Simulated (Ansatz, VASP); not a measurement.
# CdTe: VASP beside Ansatz

File POSCAR:

```
CdTe
1.0
    0.0000000000      3.2799551161      3.2799551161
    3.2799551161      0.0000000000      3.2799551161
    3.2799551161      3.2799551161      0.0000000000
Cd Te
1 1
Direct
    0.0000000000      0.0000000000      0.0000000000
    0.2500000000      0.2500000000      0.2500000000
```

File INCAR.step1:

```
SYSTEM = CdTe
PREC     = Accurate       ! precision mode
ENCUT    = 520            ! plane-wave cutoff, eV
EDIFF    = 1E-5           ! SCF threshold, eV
ISMEAR   = 0              ! smearing method
SIGMA    = 0.01           ! smearing width, eV
LREAL    = .FALSE.        ! projectors in reciprocal space
LASPH    = .TRUE.         ! aspherical terms in the spheres
NELM     = 60             ! most SCF steps
ALGO     = Normal         ! electronic algorithm
ISIF     = 2              ! what is computed and relaxed
LWAVE    = .TRUE.         ! write WAVECAR
LCHARG   = .FALSE.        ! write CHGCAR
NBANDS   = 16             ! bands
GGA      = PE             ! functional
```

Contents of INCAR.step2:

```
SYSTEM = CdTe
PREC     = Accurate       ! precision mode
ENCUT    = 520            ! plane-wave cutoff, eV
EDIFF    = 1E-6           ! SCF threshold, eV
ISMEAR   = 0              ! smearing method
SIGMA    = 0.01           ! smearing width, eV
LREAL    = .FALSE.        ! projectors in reciprocal space
LASPH    = .TRUE.         ! aspherical terms in the spheres
NELM     = 60             ! most SCF steps
ALGO     = Normal         ! electronic algorithm
ISIF     = 2              ! what is computed and relaxed
LWAVE    = .FALSE.        ! write WAVECAR
LCHARG   = .FALSE.        ! write CHGCAR
METAGGA  = R2SCAN         ! meta-GGA
LHFCALC  = .TRUE.         ! exact exchange
AEXX     = 0.1            ! exact-exchange fraction
LMIXTAU  = .TRUE.       
PRECFOCK = Normal       
NBANDS   = 16             ! bands
ISTART   = 1
```

Contents of KPOINTS:

```
Automatic mesh
0
G
  4 4 4
  0 0 0
```

Input for Ansatz:

```yaml
crystal:
  lattice:
    - [0.0, 3.2799551161, 3.2799551161]
    - [3.2799551161, 0.0, 3.2799551161]
    - [3.2799551161, 3.2799551161, 0.0]
  atoms:
    - { symbol: Cd, position: [0.0, 0.0, 0.0] }
    - { symbol: Te, position: [0.25, 0.25, 0.25] }
kpoints:
  mp_grid: { grid: [4, 4, 4] }
  band_path:
    path:
      - [0.0, 0.0, 0.0]
      - [-0.5, -0.5, 0.0]
      - [-0.375, -0.375, 0.25]
      - [-0.375, 0.0, 0.375]
      - [0.0, 0.0, 0.5]
      - [-0.5, -0.25, 0.25]
    npoints: 1
hamiltonian:
  xc: r2scanh
scf:
  occupations: { method: fixed }
  n_extra_bands: 4
output:
  forces: true
  stress: true
  eigenvalues: true
```

Alike in both runs: task single point; functional r2SCANh; k mesh 4 × 4 × 4; no spin polarisation.

|  | VASP | Ansatz |
| --- | --- | --- |
| version | VASP 6.6.1 | Ansatz 0.2.0 |
| potentials or method | VASP PAW PBE potentials, release 64 (Cd, Te) | plane waves, PAW |
| plane-wave cutoff (eV) | 520 | 500 |
| occupations | gaussian, width 0.01 eV | fixed |
| valence electrons in the cell | 18 | 36 |

|  | VASP | Ansatz | Ansatz less VASP |
| --- | --- | --- | --- |
| gap on the k mesh at the Fermi level (eV) | 1.65 | 1.66 | +0.012 |
| pressure (GPa) | -0.1 | -0.1 | -0.02 |

VASP's potentials were made for PBE, not for r2SCANh. VASP's potentials hold 18 valence electrons a cell and Ansatz's 36, so a difference there can come from the potentials and not from the codes. Ansatz's warnings: stress exchange threshold loose, stress scf threshold loose.

Neither program's run includes spin-orbit coupling.
